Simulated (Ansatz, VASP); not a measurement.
One calculation of KCl, two programs

```
K Cl
1.0
     3.52498    0.00000    0.00000
     0.00000    3.52498    0.00000
     0.00000    0.00000    3.63400
K Cl
1 1
Direct
  0.00000 0.00000 0.00000
  0.50000 0.50000 0.50000
```

Change from the starting cell: equal xx and yy strain of -3 %, crystal datasets.

Alike in both runs: task electric field gradients; functional PBE; k mesh 7 × 7 × 7; occupations fermi-dirac, width 0.02 eV; no spin polarisation.

|  | VASP | Ansatz |
| --- | --- | --- |
| version | VASP 6.6.1 | Ansatz 0.2.0 |
| potentials or method | VASP PAW PBE potentials, release 64 (K_sv, Cl), cutoff 400 eV | all-electron PAW with datasets made for the crystal, scalar-relativistic |

|  | VASP | Ansatz | Ansatz less VASP |
| --- | --- | --- | --- |
| gap on the k mesh at the Fermi level (eV) | 5.84 | 5.84 | +0.003 |
| pressure (GPa) | 7.2 | 7.1 | -0.11 |
| traceless stress, the component that is largest in VASP (GPa) | -1.12 | -1.12 | -0.004 |
| size of Vzz on the site where it differs most (V/Å²) | 8.0 | 8.2 | +0.19 |

Ansatz ran all-electron here, and VASP with PAW potentials.
